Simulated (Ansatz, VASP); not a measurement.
## One calculation of SiC, two programs

```
CELL_PARAMETERS angstrom
1.54745 -2.68028 0.00000
1.54745 2.68028 0.00000
0.00000 0.00000 15.18620
ATOMIC_POSITIONS crystal
Si 0.16667 0.83333 0.85771
Si 0.83333 0.16667 0.35771
Si 0.50000 0.50000 0.52448
Si 0.50000 0.50000 0.02448
Si 0.83334 0.16666 0.69121
Si 0.16666 0.83334 0.19121
C 0.50000 0.50000 0.64984
C 0.50000 0.50000 0.14984
C 0.16667 0.83333 0.98269
C 0.83333 0.16667 0.48269
C 0.83333 0.16667 0.81621
C 0.16667 0.83333 0.31621
```

Alike in both runs: functional PBE; k mesh 12 × 12 × 2; no spin polarisation.

Ansatz relaxed the structure, and its values are those at the end. VASP's run is a single point on that final structure, the one shown.

|  | VASP | Ansatz |
| --- | --- | --- |
| version | VASP 6.6.1 | Ansatz 0.2.0 |
| potentials or method | VASP PAW PBE potentials, release 64 (Si, C), cutoff 520 eV | plane waves, PAW |
| occupations | gaussian, width 0.01 eV | fixed |
| valence electrons in the cell | 48 | 48 |

```tsv
	VASP	Ansatz	Ansatz less VASP
pressure (GPa)	0.0	0.0	+0.05
```
